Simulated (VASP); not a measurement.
Input of a VASP 6.6.1 run:

The input INCAR:

```
ALGO     = Normal         # electronic algorithm
EDIFF    = 1E-6           # SCF threshold, eV
ENCUT    = 520            # plane-wave cutoff, eV
GGA      = PE             # functional
ISIF     = 2              # what is computed and relaxed
ISMEAR   = 0              # smearing method
LASPH    = True           # aspherical terms in the spheres
LCHARG   = False          # write CHGCAR
LREAL    = False          # projectors in reciprocal space
LWAVE    = False          # write WAVECAR
NBANDS   = 30             # bands
NELM     = 60             # most SCF steps
PREC     = Accurate       # precision mode
SIGMA    = 0.02           # smearing width, eV
```

KPOINTS

```
k-points
0
Gamma
  6 6 6
```

The input POSCAR:

```
CsSnI3
1.0
    6.1549051973      0.0000000000      0.0000000000
    0.0000000000      6.1549051973      0.0000000000
    0.0000000000      0.0000000000      6.1549051973
Cs Sn I
1 1 3
Direct
    0.0000000000      0.0000000000      0.0000000000
    0.5000000000      0.5000000000      0.5000000000
    0.0000000000      0.5000000000      0.5000000000
    0.5000000000      0.0000000000      0.5000000000
    0.5000000000      0.5000000000      0.0000000000
```

Potentials or basis: VASP PAW PBE potentials, release 64 (Cs_sv, Sn_d, I).

Launch:

```sh
$ cat potpaw_PBE.64/Cs_sv/POTCAR potpaw_PBE.64/Sn_d/POTCAR potpaw_PBE.64/I/POTCAR > POTCAR
$ mpirun -np 1 vasp_std > vasp.out
```

Problem. Predict the pressure.

Solution. 1.1 GPa.

Problem. Estimate the band gap on the k mesh.

Solution. 0.20 eV, direct.

Caveat: spin-orbit coupling is left out, which moves the levels of the heavy elements. A k mesh can miss the band edges.
